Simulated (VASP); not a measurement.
# BeS (F-43m) in VASP: a series of runs, part 2 of 2

VASP 6.6.1. The steps go on from the part before.

## (5) Single point, r2SCAN (14.86 Å³/atom)

This run uses another cell than the first one, of 14.86 Å³/atom.

POSCAR

```
BeS
1.0
    0.0000000000      2.4584102491      2.4584102491
    2.4584102491      0.0000000000      2.4584102491
    2.4584102491      2.4584102491      0.0000000000
Be S
1 1
Direct
    0.0000000000      0.0000000000      0.0000000000
    0.2500000000      0.2500000000      0.2500000000
```

INCAR.step1

```
  PREC = Accurate
  ENCUT = 520
  ISMEAR = 0
  SIGMA = 0.01
  LREAL = False
  LASPH = True
  NELM = 60
  NBANDS = 11
  GGA = PE
  ALGO = Normal
  EDIFF = 1E-4
  LWAVE = True
  LCHARG = False
```

INCAR.step2

```
  PREC = Accurate
  ENCUT = 520
  EDIFF = 1E-6
  ISMEAR = 0
  SIGMA = 0.01
  LREAL = False
  LASPH = True
  NELM = 60
  ALGO = Normal
  ISIF = 2
  LWAVE = False
  LCHARG = False
  METAGGA = R2SCAN
  LMIXTAU = True
  NBANDS = 11
  ISTART = 1
```

KPOINTS

```
Automatic mesh
0
Gamma
  8 8 8
```

Potentials or basis: VASP PAW PBE potentials, release 64 (Be, S).

Run with:

```
> cat potpaw_PBE.64/Be/POTCAR potpaw_PBE.64/S/POTCAR > POTCAR
> cp INCAR.step1 INCAR
> mpirun -np 1 vasp_std > vasp.out
> cp INCAR.step2 INCAR
> mpirun -np 1 vasp_std > vasp.out
```

OUTCAR:

```text
PREC = Accurate
   ENCUT = 520
   EDIFF = 1E-6
   ISMEAR = 0
   LREAL = False
   LASPH = True
   NELM = 60
   ISIF = 2
   METAGGA = R2SCAN
   ISTART = 1

 ion  position               nearest neighbor table
   1  0.000  0.000  0.000-   2 2.13   2 2.13   2 2.13   2 2.13
   2  0.250  0.250  0.250-   1 2.13   1 2.13   1 2.13   1 2.13

  LATTYP: Found a face centered cubic cell.
 ALAT       =     4.9168204982

  Lattice vectors:

 A1 = (   0.0000000000,   2.4584102491,   2.4584102491)
 A2 = (   2.4584102491,   0.0000000000,   2.4584102491)
 A3 = (   2.4584102491,   2.4584102491,   0.0000000000)

Analysis of symmetry for initial positions (statically):
=====================================================================
 Subroutine PRICEL returns:
 Original cell was already a primitive cell.

 Routine SETGRP: Setting up the symmetry group for a
 face centered cubic supercell.

 Subroutine GETGRP returns: Found 24 space group operations
 (whereof 24 operations were pure point group operations)
 out of a pool of 48 trial point group operations.

The static configuration has the point symmetry T_d .

Analysis of symmetry for dynamics (positions and initial velocities):
=====================================================================
 Subroutine PRICEL returns:
 Original cell was already a primitive cell.

 Routine SETGRP: Setting up the symmetry group for a
 face centered cubic supercell.

 Subroutine GETGRP returns: Found 24 space group operations
 (whereof 24 operations were pure point group operations)
 out of a pool of 48 trial point group operations.

The dynamic configuration has the point symmetry T_d .

 Subroutine INISYM returns: Found 24 space group operations
 (whereof 24 operations are pure point group operations),
 and found     1 'primitive' translations

----------------------------------------------------------------------------------------

                                     Primitive cell

  volume of cell :      29.7162

  direct lattice vectors                    reciprocal lattice vectors
     0.000000000  2.458410249  2.458410249    -0.203383467  0.203383467  0.203383467
     2.458410249  0.000000000  2.458410249     0.203383467 -0.203383467  0.203383467
     2.458410249  2.458410249  0.000000000     0.203383467  0.203383467 -0.203383467

  length of vectors
     3.476717116  3.476717116  3.476717116     0.352270498  0.352270498  0.352270498

  position of ions in fractional coordinates (direct lattice)
     0.000000000  0.000000000  0.000000000
     0.250000000  0.250000000  0.250000000

  ion indices of the primitive-cell ions
   primitive index   ion index
                 1           1
                 2           2

----------------------------------------------------------------------------------------

 KPOINTS: Automatic mesh

Automatic generation of k-mesh.
 Grid dimensions read from file:
 generate k-points for:    8    8    8

 Generating k-lattice:

  Cartesian coordinates                     Fractional coordinates (reciprocal lattice)
    -0.025422933  0.025422933  0.025422933     0.125000000  0.000000000  0.000000000
[... 39 lines left out ...]
 -0.375000  0.250000  0.125000     24.000000
 [... further k-points ...]
   k-points           NKPTS =     29   k-points in BZ     NKDIM =     29   number of bands    NBANDS=     11
   number of dos      NEDOS =    301   number of ions     NIONS =      2
   total plane-waves  NPLWV =  21952
   dimension x,y,z NGX =    28 NGY =   28 NGZ =   28
   dimension x,y,z NGXF=    56 NGYF=   56 NGZF=   56
   ions per type =               1   1
   NGX,Y,Z   is equivalent  to a cutoff of  13.39, 13.39, 13.39 a.u.
   NGXF,Y,Z  is equivalent  to a cutoff of  26.78, 26.78, 26.78 a.u.
 SYSTEM =  unknown system
   PREC   = accura    normal or accurate (medium, high low for compatibility)
   ISTART =      1    job   : 0-new  1-cont  2-samecut
   ICHARG =      0    charge: 1-file 2-atom 10-const
   ISPIN  =      1    spin polarized calculation?
   LNONCOLLINEAR =      F non collinear calculations
   LSORBIT =      F    spin-orbit coupling
   LASPH  =      T    aspherical Exc in radial PAW
   ENCUT  =  520.0 eV  38.22 Ry    6.18 a.u.   6.46  6.46  6.46*2*pi/ulx,y,z
   NELM   =     60;   NELMIN=  2; NELMDL=  0     # of ELM steps
   EDIFF  = 0.1E-05   stopping-criterion for ELM
   LREAL  =      F    real-space projection
   EDIFFG = 0.1E-04   stopping-criterion for IOM
   NSW    =      0    number of steps for IOM
   IBRION =     -1    ionic relax: 0-MD 1-quasi-New 2-CG
   NFREE  =      0    steps in history (QN), initial steepest desc. (CG)
   ISIF   =      2    stress and relaxation
   ISYM   =      2    0-nonsym 1-usesym 2-fastsym
   POTIM  = 0.5000    time-step for ionic-motion
   TEBEG  =    0.0;   TEEND  =   0.0 temperature during run
   PSTRESS=    0.0 pullay stress
   NELECT =       8.0000    total number of electrons
   NUPDOWN=      -1.0000    fix difference up-down
   EMIN   =  10.00;   EMAX   =-10.00  energy-range for DOS
   EFERMI =   0.00;   METHOD = LEGACY
   ISMEAR =     0;   SIGMA  =   0.01  broadening in eV -4-tet -1-fermi 0-gaus
   EFERMI_NEDOS =   21; number of points for ismear=-14 and -15
   IALGO  =     38    algorithm
   IMIX   =      4    mixing-type and parameters
     AMIX     =   0.40;   BMIX     =  1.00
     AMIX_MAG =   1.60;   BMIX_MAG =  1.00
  volume/ion in A,a.u.               =      14.86       100.27
  Fermi-wavevector in a.u.,A,eV,Ry     =   1.057078  1.997588 15.203346  1.117414
  Thomas-Fermi vector in A             =   2.192338
   LORBIT       =      0    0 simple, 1 ext, 2 COOP (PROOUT), +10 PAW based schemes
   METAGGA = R2SCAN    functional components
   LHFCALC =     F    Hartree Fock is set to
   AEXX    =    0.0000 exact exchange contribution
   IVDW    =     0    specifies the selected vdW correction
   LEPSILON=     F    determine dielectric tensor
   LRPA    =     F    only Hartree local field effects (RPA)
 non-spin polarized calculation
 Gauss-broadening in eV      SIGMA  =   0.01
  energy-cutoff  :      520.00
  volume of cell :       29.72
 maximum number of plane-waves:       821
 NGX is ok and might be reduce to    28
   NGX = 13   NGY = 13   NGZ = 13

 number of electron       7.9999999 magnetization

 Free energy of the ion-electron system (eV)
  ---------------------------------------------------
  ext. energy  EPLUGINS =         0.00000000
  ---------------------------------------------------
  free energy    TOTEN  =       -14.78061219 eV

  energy without entropy =      -14.78061219  energy(sigma->0) =      -14.78061219

 E-fermi :   3.6730     XC(G=0): -10.0062

 val. band max:        3.5486327262   @ k =   0.0000   0.0000   0.0000
 cond. band min:       7.2098701960   @ k =   0.5000   0.5000   0.0000
 fundamental gap:      3.6612374699
 Fermi energy:         3.6729762593

 k-point     1 :       0.0000    0.0000    0.0000
  band No.  band energies     occupation
      1     -10.4687      2.00000
      2       3.5486      2.00000
      3       3.5486      2.00000
      4       3.5486      2.00000
      5       9.8265      0.00000
      6       9.8265      0.00000
      7       9.8265      0.00000
      8       9.8709      0.00000
      9      16.8933      0.00000
     10      16.8933      0.00000
     11      19.1133      0.00000
[... 309 lines left out ...]
 k-point    24 :      -0.3750    0.2500    0.1250
  band No.  band energies     occupation
      1      -8.6365      2.00000
      2      -1.6129      2.00000
      3       0.8336      2.00000
      4       1.7787      2.00000
      5      10.2029      0.00000
      6      10.6607      0.00000
      7      13.2396      0.00000
      8      14.6142      0.00000
      9      15.7040      0.00000
     10      19.5493      0.00000
     11      20.2351      0.00000

 [... further k-points ...]

------------------------ aborting loop because EDIFF is reached ----------------------------------------

  FORCE on cell =-STRESS in cart. coord.  units (eV):
  Direction    XX          YY          ZZ          XY          YZ          ZX
  --------------------------------------------------------------------------------------
  -------------------------------------------------------------------------------------
  Total       -0.4601725     -0.4601725     -0.4601725     -0.0000000     -0.0000000      0.0000000
  in kB      -24.8106516    -24.8106516    -24.8106516     -0.0000000     -0.0000000      0.0000000
  external PRESSURE =     -24.8106516 kB  Pullay stress =       0.0000000 kB

 VOLUME and BASIS-vectors are now :
 -----------------------------------------------------------------------------
  energy-cutoff  :      520.00
  volume of cell :       29.72
      direct lattice vectors                 reciprocal lattice vectors
     0.000000000  2.458410249  2.458410249    -0.203383467  0.203383467  0.203383467
     2.458410249  0.000000000  2.458410249     0.203383467 -0.203383467  0.203383467
     2.458410249  2.458410249  0.000000000     0.203383467  0.203383467 -0.203383467

 POSITION                                       TOTAL-FORCE (eV/Angst)
 -----------------------------------------------------------------------------------
      0.00000      0.00000      0.00000         0.000000      0.000000      0.000000
      1.22921      1.22921      1.22921        -0.000000     -0.000000     -0.000000
 -----------------------------------------------------------------------------------
    total drift:                                0.000000      0.000000      0.000000

  FREE ENERGIE OF THE ION-ELECTRON SYSTEM (eV)
  ---------------------------------------------------
  free  energy   TOTEN  =       -14.7806121926 eV

  energy  without entropy=      -14.7806121926  energy(sigma->0) =      -14.78061219
```

OUTCAR.step1:

```text
PREC = Accurate
   ENCUT = 520
   ISMEAR = 0
   LREAL = False
   LASPH = True
[... 558 lines left out ...]
      0.00000      0.00000      0.00000         0.000000      0.000000      0.000000
      1.22921      1.22921      1.22921        -0.000000     -0.000000     -0.000000
 -----------------------------------------------------------------------------------
    total drift:                               -0.000000     -0.000000     -0.000000

  FREE ENERGIE OF THE ION-ELECTRON SYSTEM (eV)
  ---------------------------------------------------
  free  energy   TOTEN  =       -10.0083527215 eV

  energy  without entropy=      -10.0083527215  energy(sigma->0) =      -10.00835272
```

OSZICAR.step1:

```text
N       E                     dE             d eps       ncg     rms          rms(c)
DAV:   1     0.207362366038E+02    0.20736E+02   -0.37800E+03   638   0.609E+02
DAV:   2    -0.896630054072E+01   -0.29703E+02   -0.28700E+02   830   0.120E+02
DAV:   3    -0.101560983452E+02   -0.11898E+01   -0.11881E+01   832   0.233E+01
DAV:   4    -0.101632610427E+02   -0.71627E-02   -0.71609E-02   758   0.214E+00
DAV:   5    -0.101633232151E+02   -0.62172E-04   -0.62172E-04   863   0.194E-01    0.535E+00
DAV:   6    -0.100407489095E+02    0.12257E+00   -0.12421E-01   707   0.162E+00    0.366E+00
DAV:   7    -0.100069299785E+02    0.33819E-01   -0.10316E-01   789   0.166E+00    0.104E+00
DAV:   8    -0.100082613491E+02   -0.13314E-02   -0.65940E-03   830   0.404E-01    0.128E-01
DAV:   9    -0.100083527215E+02   -0.91372E-04   -0.50819E-04   780   0.142E-01
   1 F= -.10008353E+02 E0= -.10008353E+02  d E =-.138101E-77
```

Run time: 60 s. Hardware: 1 thread of Intel Xeon 8259CL, shared host; peak memory 0.16 GiB.

What came out:

| Property | Result |
| --- | --- |
| Free energy | -14.7806 eV |
| Pressure | -2.5 GPa |
| Band gap on the k mesh | 3.66 eV (least direct gap 6.23 eV) |

Caveat: the PAW data sets were made with another functional, which shifts forces and pressure a little.

## (6) Overview

| cell | gap on the mesh (eV) | pressure (GPa) |
| --- | --- | --- |
| a = 3.372 Å, angles 60.0°, 2 atoms | 3.45 | 7.1 |
| a = 3.408 Å, angles 60.0°, 2 atoms | 3.53 | 3.4 |
| a = 3.443 Å, angles 60.0°, 2 atoms | 3.60 | 0.3 |
| a = 3.477 Å, angles 60.0°, 2 atoms | 3.66 | -2.5 |

Alike in all rows: task single point; level r2SCAN; potentials or basis VASP PAW PBE potentials, release 64 (Be, S); no spin polarisation; k mesh 8 × 8 × 8; cutoff (eV) 520; smearing gaussian 0.01 eV.

Caveats: the PAW data sets were made with another functional, which shifts forces and pressure a little; the cell stands under pressure (at least some runs).

Total energies depend on the potentials used, so only differences within one code and one set of settings carry meaning.
